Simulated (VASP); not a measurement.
CoSn2, 6 atoms in the cell. Symmetry: I4/mcm, No. 140, tetragonal system. Conventional cell: a = 6.121 Å, b = 6.121 Å, c = 6.005 Å, α = 90.00°, β = 90.00°, γ = 90.00°. Within 3.5 Å of Co (site symmetry 422) lie 8 Sn at 2.65 Å and 2 Co at 3.00 Å. Sn (site symmetry m2m) has 4 Co at 2.65 Å and 6 Sn at 3.05 to 3.09 Å within 3.5 Å. 

- Program: VASP 6.6.1
- Task: single point
- Functional: PBEsol
- Potentials or basis: VASP PAW PBE potentials, release 64 (Co, Sn_d)
- Cutoff: 520 eV
- k mesh: 1 × 1 × 1
- Occupations: gaussian, width 0.1 eV
- Spin: no spin polarisation
- Dipole correction: no
- Further INCAR settings: ALGO = Normal; EDIFF = 1e-07; NBANDS = 46

Potentials or basis: VASP PAW PBE potentials, release 64 (Co, Sn_d).

The run is started by

```console
$ cat potpaw_PBE.64/Co/POTCAR potpaw_PBE.64/Sn_d/POTCAR > POTCAR
$ mpirun -np 1 vasp_gam > vasp.out
```

Hardware: 1 thread of Intel(R) Xeon(R) Platinum 8488C (Sapphire Rapids), with other jobs on the host.

Problem. How long does it take, and how much memory?

Solution. Wall time 20 s on 1 thread of Intel(R) Xeon(R) Platinum 8488C (Sapphire Rapids) (shared host), peak memory 0.22 GiB. Counts: scf iterations 15, k points 1.
